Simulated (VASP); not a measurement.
# AlN: single point with PBE

Crystal: AlN.

```
CELL_PARAMETERS angstrom
-3.31348 0.00000 0.00000
0.00000 0.00000 -4.18759
0.00000 -5.73911 0.00000
ATOMIC_POSITIONS crystal
Al 0.52221 0.24231 0.16667
Al 0.97779 0.24231 0.66667
Al 0.02221 0.74231 0.33333
Al 0.47779 0.74231 0.83333
N 0.52140 0.76481 0.16667
N 0.97860 0.76481 0.66667
N 0.02140 0.26481 0.33333
N 0.47860 0.26481 0.83333
```

This cell differs from its parent crystal: mode 4 frozen in at -0.074 Å and mode 5 at -0.062 Å (largest displacements).

```yaml
Program: VASP 6.6.1
Task: single point
Functional: PBE
Potentials_or_basis: VASP PAW PBE potentials, release 64 (Al, N)
Cutoff: 520 eV
k_mesh: 8 × 6 × 4
Occupations: gaussian, width 0.05 eV
Spin: no spin polarisation
```

| Quantity | Value |
| --- | --- |
| Pressure | 0.3 GPa |
| Largest force | 0.287 eV/Å |
| Band gap on the k mesh | 3.28 eV |

Forces in eV/Å, atoms in the order of the input:
```
Al   0.225  0.046 -0.173
Al  -0.225  0.046 -0.173
Al   0.225 -0.046 -0.173
Al  -0.225 -0.046 -0.173
N    0.116  0.056  0.173
N   -0.116  0.056  0.173
N    0.116 -0.056  0.173
N   -0.116 -0.056  0.173
```

Stress tensor (GPa, compression positive):
```
-1.09  0.00  0.00
 0.00 -0.92  0.00
 0.00  0.00  2.84
```

Levels at points of the mesh, in eV from the valence-band top:
| k point | band 14 | band 15 | band 16 | band 17 | band 18 | band 19 |
| --- | --- | --- | --- | --- | --- | --- |
| (0.00, 0.00, 0.00) | -1.52 | -1.39 | 0.00 | 3.28 | 3.94 | 4.39 |
| (0.50, 0.00, 0.00) | -2.60 | -2.12 | -2.12 | 5.71 | 5.71 | 5.96 |
| (0.00, 0.50, 0.00) | -2.37 | -1.68 | -1.68 | 5.05 | 5.05 | 5.64 |
| (0.50, 0.50, 0.00) | -1.04 | -0.95 | -0.95 | 5.92 | 5.92 | 6.39 |
| (0.00, 0.00, 0.50) | -1.38 | -1.07 | -1.07 | 4.75 | 4.75 | 6.04 |
| (0.50, 0.00, 0.50) | -2.83 | -1.40 | -1.40 | 3.92 | 3.92 | 7.02 |
| (0.00, 0.50, 0.50) | -1.82 | -1.82 | -1.82 | 5.38 | 5.38 | 5.38 |
| (0.50, 0.50, 0.50) | -1.69 | -1.68 | -1.68 | 5.10 | 5.10 | 5.10 |

Wall time 73 s on 1 thread of Intel(R) Xeon(R) Platinum 8488C (Sapphire Rapids) (shared host), peak memory 0.25 GiB.

Caveat: the cell differs from its parent crystal (mode 4 frozen in at -0.074 Å and mode 5 at -0.062 Å (largest displacements)).
